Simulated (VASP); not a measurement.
Set up this calculation in VASP 6.6.1, as the native input.

* Task: single point
* Functional: PBE
* Potentials or basis: VASP PAW PBE potentials, release 64 (Sb, S)
* Cutoff: 520 eV
* k mesh: 12 × 12 × 14
* Occupations: gaussian, width 0.1 eV
* Spin: no spin polarisation
* Dipole correction: no
* Further INCAR settings: ALGO = Normal; EDIFF = 1e-06; NBANDS = 20

The structure of SbS3 lies in POSCAR:

```
SbS3
1.0
    5.5208773579      0.0000000000      0.0000000000
   -2.7604386790      4.7812200432      0.0000000000
    0.0000000000      0.0000000000      3.2579749862
Sb S
1 3
Direct
    0.0000000000      0.0000000000      0.5000000000
    0.5000000000      0.0000000000      0.5000000000
    0.0000000000      0.5000000000      0.5000000000
    0.5000000000      0.5000000000      0.5000000000
```

The cell was generated, and may not be a known phase.

The input as run:

INCAR

```
PREC     = Accurate       # precision mode
ENCUT    = 520            # plane-wave cutoff, eV
EDIFF    = 1E-6           # SCF threshold, eV
ISMEAR   = 0              # smearing method
SIGMA    = 0.1            # smearing width, eV
LREAL    = False          # projectors in reciprocal space
LASPH    = True           # aspherical terms in the spheres
NELM     = 60             # most SCF steps
ALGO     = Normal         # electronic algorithm
ISIF     = 2              # what is computed and relaxed
LWAVE    = False          # write WAVECAR
LCHARG   = False          # write CHGCAR
GGA      = PE             # functional
NBANDS   = 20             # bands
```

KPOINTS

```
Automatic mesh
0
Gamma
  12 12 14
```

Potentials or basis: VASP PAW PBE potentials, release 64 (Sb, S).

The run is started by

```bash
$ cat potpaw_PBE.64/Sb/POTCAR potpaw_PBE.64/S/POTCAR > POTCAR
$ mpirun -np 1 vasp_std > vasp.out
```

It gave:

```
Pressure               : -0.2 GPa
Band gap on the k mesh : zero (an odd number of electrons rules out a gap without spin polarisation)
```

Caveat: spin-orbit coupling is left out, which moves the levels of the heavy elements.

Run time: 110 s on 1 thread of AMD EPYC 9R45 96-Core Processor (Zen 5) (shared host), peak memory 0.32 GiB.
